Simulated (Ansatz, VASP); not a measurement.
One calculation of Al2Ga2S5, two programs

The input INCAR:

```
SYSTEM = Al2Ga2S5
  ALGO = Normal
  EDIFF = 1E-6
  ENCUT = 520
  GGA = CA
  ISIF = 2
  ISMEAR = -1
  LASPH = .TRUE.
  LCHARG = .FALSE.
  LREAL = .FALSE.
  LWAVE = .FALSE.
  NBANDS = 41
  NELM = 60
  PREC = Accurate
  SIGMA = 0.1
```

File KPOINTS:

```
k-points
0
G
  6 6 6
  0 0 0
```

File POSCAR:

```
Al2Ga2S5
1.0
    3.7782110000      0.0000000000      0.0000000000
   -1.8891060000      3.2720290000      0.0000000000
   -1.8891060000      1.0906760000     15.1357400000
S Al Ga
5 2 2
Direct
    0.6070000000      0.3930000000      0.8210000000
    0.4690000000      0.5310000000      0.4070000000
    0.7440000000      0.2560000000      0.2320000000
    0.0050000000      0.9950000000      0.0150000000
    0.8680000000      0.1320000000      0.6040000000
    0.1060000000      0.8940000000      0.3180000000
    0.9210000000      0.0790000000      0.7630000000
    0.6910000000      0.3090000000      0.0730000000
    0.5210000000      0.4790000000      0.5630000000
```

Input for Ansatz:

```yaml
crystal:
  lattice:
    - [3.778211, 0.0, 0.0]
    - [-1.889106, 3.272029, 0.0]
    - [-1.889106, 1.090676, 15.13574]
  atoms:
    - { symbol: S, position: [0.607, 0.393, 0.821] }
    - { symbol: S, position: [0.469, 0.531, 0.407] }
    - { symbol: S, position: [0.744, 0.256, 0.232] }
    - { symbol: S, position: [0.005, 0.995, 0.015] }
    - { symbol: S, position: [0.868, 0.132, 0.604] }
    - { symbol: Al, position: [0.106, 0.894, 0.318] }
    - { symbol: Al, position: [0.921, 0.079, 0.763] }
    - { symbol: Ga, position: [0.691, 0.309, 0.073] }
    - { symbol: Ga, position: [0.521, 0.479, 0.563] }
  symmetry: { tolerance: 0.0003 }
kpoints:
  mp_grid: { grid: [6, 6, 6], shift: [0, 0, 0] }
magnetization:
  spin_polarized: false
scf:
  occupations: { method: fermi_dirac }
  mixing: { preconditioner: kerker }
hamiltonian:
  pseudopotentials: { kind: paw }
  xc: lda
basis:
  ecutwfc: 420
output:
  forces: true
  stress: true
  eigenvalues: true
```

Alike in both runs: task single point; functional LDA; k mesh 6 × 6 × 6; no spin polarisation.

```csv
,VASP,Ansatz
version,VASP 6.6.1,Ansatz 0.2.0
potentials or method,"VASP PAW LDA potentials, release 64 (S, Al, Ga_d), cutoff 520 eV",PAW plane waves
occupations,"fermi-dirac, width 0.1 eV",fermi-dirac
valence electrons in the cell,62,62
```

|  | VASP | Ansatz | Ansatz less VASP |
| --- | --- | --- | --- |
| gap on the k mesh at the Fermi level (eV) | none | none | - |
| pressure (GPa) | -2.9 | -2.9 | -0.04 |
| traceless stress, the component that is largest in VASP (GPa) | -2.90 | -2.87 | +0.029 |
| rms of the force components (eV/Å) | 0.411 | 0.409 | -0.0017 |

LDA's correlation is that of Perdew and Zunger in VASP and of Perdew and Wang (1992) in Ansatz. Atom by atom the forces differ by 0.004 eV/Å (rms over components). A gap of «none» marks a metal or a gap that the smearing closes. Ansatz's warnings: structure snapped to symmetry.
